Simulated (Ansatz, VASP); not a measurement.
## Two plane-wave programs on TlPb2

The input INCAR:

```
SYSTEM = TlPb2
ALGO = Fast
EDIFF = 1E-6
ENCUT = 520
GGA = PE
ISIF = 2
ISMEAR = 0
LASPH = .TRUE.
LCHARG = .FALSE.
LREAL = .FALSE.
LWAVE = .FALSE.
NBANDS = 50
NELM = 80
PREC = Accurate
SIGMA = 0.1
```

The input KPOINTS:

```
k-points
0
G
  8 8 8
  0 0 0
```

File POSCAR:

```
TlPb2
1.0
    0.0000000000      4.5400580647      4.5400580647
    4.5400580647      0.0000000000      4.5400580647
    4.5400580647      4.5400580647      0.0000000000
Tl Pb
2 4
Direct
    0.0000000000      0.0000000000      0.0000000000
    0.2500000000      0.2500000000      0.2500000000
    0.6250000000      0.6250000000      0.6250000000
    0.1250000000      0.6250000000      0.6250000000
    0.6250000000      0.1250000000      0.6250000000
    0.6250000000      0.6250000000      0.1250000000
```

Input for Ansatz:

```yaml
crystal:
  lattice:
    - [0.0, 4.5400580647, 4.5400580647]
    - [4.5400580647, 0.0, 4.5400580647]
    - [4.5400580647, 4.5400580647, 0.0]
  atoms:
    - { symbol: Tl, position: [0.0, 0.0, 0.0] }
    - { symbol: Tl, position: [0.25, 0.25, 0.25] }
    - { symbol: Pb, position: [0.625, 0.625, 0.625] }
    - { symbol: Pb, position: [0.125, 0.625, 0.625] }
    - { symbol: Pb, position: [0.625, 0.125, 0.625] }
    - { symbol: Pb, position: [0.625, 0.625, 0.125] }
basis:
  ecutwfc: 420
kpoints:
  mp_grid: { grid: [8, 8, 8] }
hamiltonian:
  xc: pbe
scf:
  occupations: { method: gaussian, width: 0.1 }
output:
  forces: true
  stress: true
  eigenvalues: true
```

Alike in both runs: task single point; functional PBE; k mesh 8 × 8 × 8; occupations gaussian, width 0.1 eV; no spin polarisation.

|  | VASP | Ansatz |
| --- | --- | --- |
| version | VASP 6.6.1 | Ansatz 0.2.0 |
| potentials or method | VASP PAW PBE potentials, release 64 (Tl_d, Pb_d), cutoff 520 eV | scalar-relativistic, plane waves, PAW |
| valence electrons in the cell | 82 | 82 |

Ansatz gave:

- gap on the k mesh at the Fermi level (eV): none
- pressure (GPa): 3.6

Task: Estimate VASP's values.

Result: gap on the k mesh at the Fermi level (eV): none; pressure (GPa): 3.5.

A gap of «none» marks a metal or a gap that the smearing closes.

Spin-orbit coupling is off throughout.
